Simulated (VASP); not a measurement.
# C (R-3m) in VASP: further runs, part 2 of 2

VASP 6.6.1. Earlier steps stand in the parts before.

### 4 Single point, PBE

This run uses another cell than the first one, of 11.24 Å³/atom.

The input, INCAR:

```
ALGO = Normal
EDIFF = 1E-6
ENCUT = 520
GGA = PE
ISIF = 2
ISMEAR = -1
LASPH = T
LCHARG = F
LREAL = F
LWAVE = F
NBANDS = 16
NELM = 60
PREC = Accurate
SIGMA = 0.05
```

The input, KPOINTS:

```
k-points
0
Gamma
  12 12 12
```

The input, POSCAR:

```
C
1.0
    1.2333066105      0.7120499036      8.5290593689
   -1.2333066105      0.7120499036      8.5290593689
    0.0000000000     -1.4240998072      8.5290593689
C
4
Direct
    0.0822113613      0.0822113613      0.0822113613
    0.7488818897      0.7488818897      0.7488818897
    0.2511181103      0.2511181103      0.2511181103
    0.9177886387      0.9177886387      0.9177886387
```

Potentials or basis: VASP PAW PBE potentials, release 64 (C).

On the command line:

```bash
$ cat potpaw_PBE.64/C/POTCAR > POTCAR
$ mpirun -np 1 vasp_std > vasp.out
```

OUTCAR:

```text
EDIFF = 1E-6
   ENCUT = 520
   GGA = PE
   ISIF = 2
   ISMEAR = -1
   LASPH = T
   LREAL = F
   NELM = 60
   PREC = Accurate

 ion  position               nearest neighbor table
   1  0.082  0.082  0.082-   2 1.42   2 1.42   2 1.42
   2  0.749  0.749  0.749-   1 1.42   1 1.42   1 1.42
   3  0.251  0.251  0.251-   4 1.42   4 1.42   4 1.42
   4  0.918  0.918  0.918-   3 1.42   3 1.42   3 1.42

  LATTYP: Found a trigonal (rhomboedric) cell.
 ALAT       =     8.6471332810
 COS(alpha) =     0.9593156100

  Lattice vectors:

 A1 = (   1.2333066105,   0.7120499036,   8.5290593689)
 A2 = (  -1.2333066105,   0.7120499036,   8.5290593689)
 A3 = (   0.0000000000,  -1.4240998072,   8.5290593689)

Analysis of symmetry for initial positions (statically):
=====================================================================
 Subroutine PRICEL returns:
 Original cell was already a primitive cell.

 Routine SETGRP: Setting up the symmetry group for a
 trigonal (rhombohedral) supercell.

 Subroutine GETGRP returns: Found 12 space group operations
 (whereof 12 operations were pure point group operations)
 out of a pool of 12 trial point group operations.

The static configuration has the point symmetry D_3d.

Analysis of symmetry for dynamics (positions and initial velocities):
=====================================================================
 Subroutine PRICEL returns:
 Original cell was already a primitive cell.

 Routine SETGRP: Setting up the symmetry group for a
 trigonal (rhombohedral) supercell.

 Subroutine GETGRP returns: Found 12 space group operations
 (whereof 12 operations were pure point group operations)
 out of a pool of 12 trial point group operations.

The dynamic configuration has the point symmetry D_3d.

[... 118 lines left out ...]
   EFERMI_NEDOS =   21; number of points for ismear=-14 and -15
   IALGO  =     38    algorithm
   IMIX   =      4    mixing-type and parameters
     AMIX     =   0.40;   BMIX     =  1.00
     AMIX_MAG =   1.60;   BMIX_MAG =  1.00
  volume/ion in A,a.u.               =      11.24        75.82
  Fermi-wavevector in a.u.,A,eV,Ry     =   1.160300  2.192649 18.317462  1.346296
  Thomas-Fermi vector in A             =   2.296884
   LORBIT       =      0    0 simple, 1 ext, 2 COOP (PROOUT), +10 PAW based schemes
   GGA     = PE    functional components
   LHFCALC =     F    Hartree Fock is set to
   AEXX    =    0.0000 exact exchange contribution
   IVDW    =     0    specifies the selected vdW correction
   LEPSILON=     F    determine dielectric tensor
   LRPA    =     F    only Hartree local field effects (RPA)
 non-spin polarized calculation
  energy-cutoff  :      520.00
  volume of cell :       44.94
 maximum number of plane-waves:      1239
   NGX = 33   NGY = 33   NGZ = 33

 number of electron      16.0000000 magnetization

 Free energy of the ion-electron system (eV)
  ---------------------------------------------------
  ext. energy  EPLUGINS =         0.00000000
  ---------------------------------------------------
  free energy    TOTEN  =       -36.89662813 eV

  energy without entropy =      -36.89390346  energy(sigma->0) =      -36.89526579

 E-fermi :   2.7904     XC(G=0):  -8.7189

 val. band max:        2.7568912735   @ k =  -0.3333   0.3333   0.0000
 cond. band min:       2.8230700824   @ k =  -0.1667   0.5000   0.1667
 fundamental gap:      0.0661788089
 Fermi energy:         2.7904220936

 k-point     1 :       0.0000    0.0000    0.0000
  band No.  band energies     occupation
      1     -16.7416      2.00000
      2     -16.7055      2.00000
      3      -5.0563      2.00000
      4      -4.5725      2.00000
      5      -0.2534      2.00000
      6      -0.2534      2.00000
[... 433 lines left out ...]
      3     -10.0498      2.00000
      4     -10.0374      2.00000
      5      -5.4424      2.00000
      6      -5.4399      2.00000
[... 8 lines left out ...]
     15      14.2923      0.00000
     16      15.7997      0.00000

 [... further k-points ...]

------------------------ aborting loop because EDIFF is reached ----------------------------------------

  FORCE on cell =-STRESS in cart. coord.  units (eV):
  Direction    XX          YY          ZZ          XY          YZ          ZX
  --------------------------------------------------------------------------------------
  -------------------------------------------------------------------------------------
  Total        0.1574697      0.1574697     -0.0068234      0.0000000      0.0000000      0.0000000
  in kB        5.6140176      5.6140176     -0.2432628      0.0000000      0.0000000      0.0000000
  external PRESSURE =       3.6615908 kB  Pullay stress =       0.0000000 kB

 VOLUME and BASIS-vectors are now :
 -----------------------------------------------------------------------------
  energy-cutoff  :      520.00
  volume of cell :       44.94
      direct lattice vectors                 reciprocal lattice vectors
     1.233306610  0.712049904  8.529059369     0.405414190  0.234065991  0.039082074
    -1.233306610  0.712049904  8.529059369    -0.405414190  0.234065991  0.039082074
     0.000000000 -1.424099807  8.529059369     0.000000000 -0.468131983  0.039082074

 POSITION                                       TOTAL-FORCE (eV/Angst)
 -----------------------------------------------------------------------------------
      0.00000      0.00000      2.10356         0.000000     -0.000000      0.000314
      0.00000      0.00000     19.16177         0.000000     -0.000000     -0.000138
      0.00000      0.00000      6.42540         0.000000      0.000000      0.000138
      0.00000      0.00000     23.48362         0.000000     -0.000000     -0.000314
 -----------------------------------------------------------------------------------
    total drift:                                0.000000      0.000000      0.000000

  FREE ENERGIE OF THE ION-ELECTRON SYSTEM (eV)
  ---------------------------------------------------
  free  energy   TOTEN  =       -36.8966281269 eV

  energy  without entropy=      -36.8939034596  energy(sigma->0) =      -36.89526579
```

OSZICAR:

```text
N       E                     dE             d eps       ncg     rms          rms(c)
DAV:   1     0.466913482525E+02    0.46691E+02   -0.76680E+03  6056   0.895E+02
DAV:   2    -0.356511409746E+02   -0.82342E+02   -0.73989E+02  8408   0.192E+02
DAV:   3    -0.393483320765E+02   -0.36972E+01   -0.36670E+01  8352   0.395E+01
DAV:   4    -0.393887071720E+02   -0.40375E-01   -0.40360E-01  7464   0.496E+00
DAV:   5    -0.393894619915E+02   -0.75482E-03   -0.75473E-03  8216   0.647E-01    0.892E+00
DAV:   6    -0.375295920153E+02    0.18599E+01   -0.13637E+00  7160   0.690E+00    0.523E+00
DAV:   7    -0.368836850674E+02    0.64591E+00   -0.17363E+00  7464   0.785E+00    0.143E+00
DAV:   8    -0.368967132153E+02   -0.13028E-01   -0.66242E-02  7200   0.149E+00    0.200E-01
DAV:   9    -0.368962731057E+02    0.44011E-03   -0.12026E-03  8248   0.234E-01    0.110E-01
DAV:  10    -0.368966249587E+02   -0.35185E-03   -0.10399E-03  6824   0.198E-01    0.605E-02
DAV:  11    -0.368966258161E+02   -0.85737E-06   -0.21394E-05  8072   0.305E-02    0.874E-03
DAV:  12    -0.368966279142E+02   -0.20982E-05   -0.17392E-06  7000   0.116E-02    0.224E-03
DAV:  13    -0.368966281269E+02   -0.21266E-06   -0.31084E-07  6376   0.387E-03
   1 F= -.36896628E+02 E0= -.36895266E+02  d E =-.272467E-02
```

stdout:

```text
POSCAR found type information on POSCAR C
 POSCAR found :  1 types and       4 ions
 scaLAPACK will be used
 LDA part: xc-table for (Slater+PW92), standard interpolation
 POSCAR, INCAR and KPOINTS ok, starting setup
 FFT: planning ... GRIDC
 FFT: planning ... GRID_SOFT
 FFT: planning ... GRID
 WAVECAR not read
 entering main loop
```

Run time: 13 min. Hardware: 1 thread of Intel Xeon Platinum 8488C (Sapphire Rapids), shared host; peak memory 0.57 GiB.

Results:

| Item | Value |
| --- | --- |
| Free energy | -36.8966 eV |
| Pressure | 0.4 GPa |

Stress tensor (GPa, compression positive):
```
 0.56  0.00  0.00
 0.00  0.56  0.00
 0.00  0.00 -0.02
```

Caveat: this functional lacks dispersion, which binds layers or chains, so the pressure and a relaxed spacing across them are unreliable.

### 5 Summary

```tsv
level	cell	pressure (GPa)
PBE+D3(BJ)	a = 7.101 Å, angles 20.0°, 4 atoms, atomic positions A	0.2
PBE+D3(BJ)	a = 8.404 Å, angles 16.9°, 4 atoms, atomic positions B	-0.4
PBE	a = 8.647 Å, angles 16.4°, 4 atoms, atomic positions C	0.4
```

Alike in all rows: task single point; potentials or basis VASP PAW PBE potentials, release 64 (C); no spin polarisation; k mesh 12 × 12 × 12; cutoff (eV) 520; smearing fermi-dirac 0.05 eV.

Caveats: three body term missing (at least some runs); this functional lacks dispersion, which binds layers or chains, so the pressure and a relaxed spacing across them are unreliable (at least some runs).

Absolute energies hang on the potentials; compare differences alone.
